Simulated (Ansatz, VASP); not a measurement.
Li2BrF: VASP beside Ansatz

File INCAR:

```
SYSTEM = Li2BrF
ALGO = Normal ; EDIFF = 1E-6
ENCUT = 750 ; GGA = PS
GGA_COMPAT = .False. ; ISIF = 2
ISMEAR = 0 ; LASPH = .True.
LCHARG = .False. ; LREAL = .False.
LWAVE = .False. ; NBANDS = 18
NELM = 120 ; PREC = Accurate
SIGMA = 0.05
```

Contents of KPOINTS:

```
k-points
0
Gamma
  6 6 6
  0 0 0
```

Contents of POSCAR:

```
Li2BrF
1.0
    1.7353772093      1.0019204989      5.4684601420
   -1.7353772093      1.0019204989      5.4684601420
    0.0000000000     -2.0038409979      5.4684601420
F Br Li
1 1 2
Direct
    1.0000000000      0.0000000000      0.0000000000
    0.5000000000      0.5000000000      0.5000000000
    0.2670198432      0.2670198432      0.2670198432
    0.7329801568      0.7329801568      0.7329801568
```

Input for Ansatz:

```yaml
crystal:
  lattice:
    - [1.7353772093, 1.0019204989, 5.468460142]
    - [-1.7353772093, 1.0019204989, 5.468460142]
    - [0.0, -2.0038409979, 5.468460142]
  atoms:
    - { symbol: F, position: [1.0, 0.0, 0.0] }
    - { symbol: Br, position: [0.5, 0.5, 0.5] }
    - { symbol: Li, position: [0.2670198432, 0.2670198432, 0.2670198432] }
    - { symbol: Li, position: [0.7329801568, 0.7329801568, 0.7329801568] }
kpoints:
  mp_grid: { grid: [6, 6, 6] }
hamiltonian:
  xc: pbesol
scf:
  occupations: { method: gaussian, width: 0.05 }
  n_extra_bands: 5
output:
  forces: true
  stress: true
  eigenvalues: true
```

Alike in both runs: task single point; functional PBEsol; k mesh 6 × 6 × 6; occupations gaussian, width 0.05 eV; no spin polarisation.

|  | VASP | Ansatz |
| --- | --- | --- |
| version | VASP 6.6.1 | Ansatz 0.2.0 |
| potentials or method | VASP PAW PBE potentials, release 64 (F, Br, Li_sv) | plane waves |
| plane-wave cutoff (eV) | 750 | 420 |
| valence electrons in the cell | 20 | 20 |

Ansatz gave:

```
gap on the k mesh at the Fermi level (eV)                     : 3.31
pressure (GPa)                                                : -0.8
traceless stress, the component that is largest in VASP (GPa) : 0.35
```

Question: Estimate VASP's values.

Answer: gap on the k mesh at the Fermi level (eV): 3.31; pressure (GPa): -0.9; traceless stress, the component that is largest in VASP (GPa): 0.34.

VASP's potentials were made for PBE, not for PBEsol.
